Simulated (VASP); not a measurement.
Here is a VASP 6.6.1 calculation.

File INCAR:

```
ALGO     = Normal         # electronic algorithm
EDIFF    = 1E-7           # SCF threshold, eV
EDIFFG   = -0.005         # ionic threshold
ENCUT    = 600            # plane-wave cutoff, eV
GGA      = CA             # functional
IBRION   = 2              # ionic algorithm
ISIF     = 3              # what is computed and relaxed
ISMEAR   = 0              # smearing method
LASPH    = T              # aspherical terms in the spheres
LCHARG   = F              # write CHGCAR
LREAL    = F              # projectors in reciprocal space
LWAVE    = F              # write WAVECAR
NELM     = 100            # most SCF steps
NSW      = 70             # ionic steps
PREC     = Accurate       # precision mode
SIGMA    = 0.1            # smearing width, eV
```

KPOINTS

```
k-points
0
Gamma
  14 14 14
```

File POSCAR:

```
AlRu
1.0
    3.0040846975      0.0000000000      0.0000000000
    0.0000000000      3.0040846975      0.0000000000
    0.0000000000      0.0000000000      3.0040846975
Al Ru
1 1
Direct
    0.0000000000      0.0000000000      0.0000000000
    0.5000000000      0.5000000000      0.5000000000
```

Potentials or basis: VASP PAW LDA potentials, release 64 (Al, Ru_pv).

The run is started by

```console
$ cat potpaw_LDA.64/Al/POTCAR potpaw_LDA.64/Ru_pv/POTCAR > POTCAR
$ mpirun -np 1 vasp_std > vasp.out
```

Estimate the relaxed cell.

a = 2.956 Å, b = 2.956 Å, c = 2.956 Å, α = 90.00°, β = 90.00°, γ = 90.00°.

Estimate the space group after relaxing (to 0.05 Å).

Pm-3m (No. 221).

Predict the relaxed volume.

12.92 Å³/atom.

Final structure:
```
CELL_PARAMETERS angstrom
2.95640 0.00000 0.00000
0.00000 2.95640 0.00000
0.00000 0.00000 2.95640
ATOMIC_POSITIONS crystal
Al 0.00000 0.00000 0.00000
Ru 0.50000 0.50000 0.50000
```

LDA usually gives volumes a few per cent too small. Zero-point motion and thermal expansion aren't in these numbers.
